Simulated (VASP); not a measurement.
Here is a VASP 6.6.1 calculation.

Contents of INCAR:

```
PREC = Accurate
ENCUT = 520
EDIFF = 1E-6
ISMEAR = 0
SIGMA = 0.01
LREAL = False
LASPH = True
NELM = 100
ALGO = Normal
ISIF = 2
LWAVE = False
LCHARG = True
LELF = True
LVHAR = True
NBANDS = 16
```

KPOINTS

```
Automatic mesh
0
Gamma
  6 6 6
```

The input POSCAR:

```
CuI
1.0
    2.7695262403      2.7695262403      0.0000000000
   -2.7695262403      2.7695262403      0.0000000000
    0.0000000000      2.7695262403      2.7695262403
Cu I
1 1
Direct
    0.7500000000      0.2500000000      0.5000000000
    0.0000000000      0.0000000000      0.0000000000
```

Potentials or basis: VASP PAW LDA potentials, release 64 (Cu, I).

Command:

```sh
$ cat potpaw_LDA.64/Cu/POTCAR potpaw_LDA.64/I/POTCAR > POTCAR
$ mpirun -np 1 vasp_std > vasp.out
```

Question: What does it give for the band gap on the k mesh?

Answer: 1.88 eV, direct.

Question: What does it give for the pressure?

Answer: 15.4 GPa.

Caveat: spin-orbit coupling is left out, which moves the levels of the heavy elements. LDA gaps usually lie below the measured ones, often by a third to a half.
